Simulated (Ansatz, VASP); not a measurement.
**One calculation of RbCuS2, two programs**

The input INCAR:

```
ALGO = Normal
EDIFF = 1E-6
ENCUT = 520
GGA = PE
ISIF = 2
ISMEAR = 0
ISPIN = 2
LASPH = True
LCHARG = True
LELF = True
LMAXMIX = 4
LORBIT = 11
LREAL = False
LVHAR = True
LWAVE = False
MAGMOM = 0 1 0 0
NBANDS = 28
NELM = 150
PREC = Accurate
SIGMA = 0.1
```

File KPOINTS:

```
k-points
0
Gamma
  4 4 4
```

POSCAR

```
RbCuS2
1.0
    4.7520000000      0.0000000000      0.0000000000
    0.0000000000      4.7520000000      0.0000000000
    0.0000000000      0.0000000000      5.0961255900
Rb Cu S
1 1 2
Direct
    0.5000000000      0.5000000000      0.5000000000
    0.0000000000      0.0000000000      0.0000000000
    0.5000000000      0.0000000000      0.0000000000
    0.0000000000      0.5000000000      0.0000000000
```

Input for Ansatz:

```yaml
crystal:
  lattice:
    - [4.752, 0.0, 0.0]
    - [0.0, 4.752, 0.0]
    - [0.0, 0.0, 5.09612559]
  atoms:
    - { symbol: Rb, position: [0.5, 0.5, 0.5] }
    - { symbol: Cu, position: [0.0, 0.0, 0.0], spin: 1.0 }
    - { symbol: S, position: [0.5, 0.0, 0.0] }
    - { symbol: S, position: [0.0, 0.5, 0.0] }
basis:
  ecutwfc: 420
kpoints:
  mp_grid: { grid: [4, 4, 4] }
hamiltonian:
  xc: pbe
scf:
  occupations: { method: gaussian, width: 0.1 }
  lower_state_search: "off"
output:
  forces: true
  stress: true
  eigenvalues: true
  populations: true
magnetization:
  spin_polarized: true
```

Alike in both runs: task single point; functional PBE; k mesh 4 × 4 × 4; occupations gaussian, width 0.1 eV; collinear spin.

|  | VASP | Ansatz |
| --- | --- | --- |
| version | VASP 6.6.1 | Ansatz 0.2.0 |
| potentials or method | VASP PAW PBE potentials, release 64 (Rb_sv, Cu, S), cutoff 520 eV | scalar-relativistic, plane waves, PAW |
| valence electrons in the cell | 32 | 40 |

|  | VASP | Ansatz | Ansatz less VASP |
| --- | --- | --- | --- |
| gap on the k mesh at the Fermi level (eV) | none | none | - |
| pressure (GPa) | -3.4 | -3.4 | -0.01 |
| traceless stress, the component that is largest in VASP (GPa) | 3.58 | 3.62 | +0.045 |
| net moment per atom (μB) | 0.00 | 0.00 | 0.000 |

A gap of «none» marks a metal or a gap that the smearing closes. VASP's potentials hold 32 valence electrons a cell and Ansatz's 40, so a difference there can come from the potentials and not from the codes. Ansatz's warnings: seeded moment not kept.
